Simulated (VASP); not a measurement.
Crystal: Rh.

```
Rh
1.0
     0.00000    1.89785    1.89785
     1.89785    0.00000    1.89785
     1.89785    1.89785    0.00000
Rh
1
Direct
  0.00000 0.00000 0.00000
```

| Quantity | Value |
| --- | --- |
| Program | VASP 6.6.1 |
| Task | relaxation of cell and atoms |
| Functional | LDA |
| Potentials or basis | VASP PAW LDA potentials, release 64 (Rh_pv) |
| Cutoff | 600 eV |
| k mesh | 18 × 18 × 18 |
| Occupations | fermi-dirac, width 0.05 eV |
| Spin | no spin polarisation |

At the start: pressure -9.0 GPa; volume 13.67 Å³/atom.

Q: How do energy, volume and symmetry change on relaxing?

A: Over 4 steps the energy falls by 12.0 meV/atom and the volume is 13.26 Å³/atom (-3.0 %); space group Fm-3m (No. 225, to 0.1 Å) before and after.

The path:
| step | energy change (eV) | largest force (eV/Å) | pressure (GPa) | volume (Å³) |
| --- | --- | --- | --- | --- |
| 1 | 0.0000 | 0.0000 | -9.01 | 13.67 |
| 2 | 0.0858 | 0.0000 | 32.40 | 12.21 |
| 3 | -0.0119 | 0.0000 | -0.37 | 13.27 |
| 4 | -0.0120 | 0.0000 | -0.05 | 13.26 |

Final structure:
```cif
data_structure
_symmetry_space_group_name_H-M 'P 1'
_symmetry_Int_Tables_number 1
_cell_length_a 2.6566
_cell_length_b 2.6566
_cell_length_c 2.6566
_cell_angle_alpha 60.000
_cell_angle_beta 60.000
_cell_angle_gamma 60.000
_cell_volume 13.26
loop_
_atom_site_label
_atom_site_type_symbol
_atom_site_fract_x
_atom_site_fract_y
_atom_site_fract_z
_atom_site_occupancy
Rh1 Rh 0.00000 0.00000 0.00000 1
```
